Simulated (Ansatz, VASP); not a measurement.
## Lu: VASP beside Ansatz

File INCAR:

```
SYSTEM = Lu
PREC = Accurate ; ENCUT = 520
EDIFF = 1E-6 ; ISMEAR = -1
SIGMA = 0.08 ; LREAL = .FALSE.
LASPH = .TRUE. ; NELM = 60
ALGO = Normal ; ISIF = 2
LWAVE = .FALSE. ; LCHARG = .FALSE.
GGA = CA ; NBANDS = 18
```

File KPOINTS:

```
regular mesh
0
G
  14 14 14
  0 0 0
```

POSCAR

```
Lu
1.0
    2.5717855954      0.0000000000      0.0000000000
    0.0000000000      2.5717855954      0.0000000000
    0.0000000000      0.0000000000      2.5717855954
Lu
1
Direct
    0.0000000000      0.0000000000      0.0000000000
```

Input for Ansatz:

```yaml
crystal:
  lattice:
    - [2.5717855954, 0.0, 0.0]
    - [0.0, 2.5717855954, 0.0]
    - [0.0, 0.0, 2.5717855954]
  atoms:
    - { symbol: Lu, position: [0.0, 0.0, 0.0] }
kpoints:
  mp_grid: { grid: [14, 14, 14] }
scf:
  occupations: { method: fermi_dirac, width: 0.08 }
hamiltonian:
  xc: lda
  pseudopotentials: { kind: all_electron, lapw: { basis_error: 0.001 } }
output:
  forces: true
  stress: true
  eigenvalues: true
  populations: true
```

Change from the starting cell: volume scaled by 0.6, LAPW.

Alike in both runs: task single point; functional LDA; k mesh 14 × 14 × 14; occupations fermi-dirac, width 0.08 eV; no spin polarisation.

|  | VASP | Ansatz |
| --- | --- | --- |
| version | VASP 6.6.1 | Ansatz 0.2.0 |
| potentials or method | VASP PAW PBE potentials, release 64 (Lu), cutoff 520 eV | all-electron LAPW, scalar-relativistic |

|  | VASP | Ansatz | Ansatz less VASP |
| --- | --- | --- | --- |
| pressure (GPa) | 47.6 | 46.4 | -1.21 |

VASP's potentials were made for PBE, not for LDA. LDA's correlation is that of Perdew and Zunger in VASP and of Perdew and Wang (1992) in Ansatz. Both programs put the cell under a high pressure, so it lies far from rest at this level. Ansatz ran all-electron here, and VASP with PAW potentials.

Neither program's run includes spin-orbit coupling.
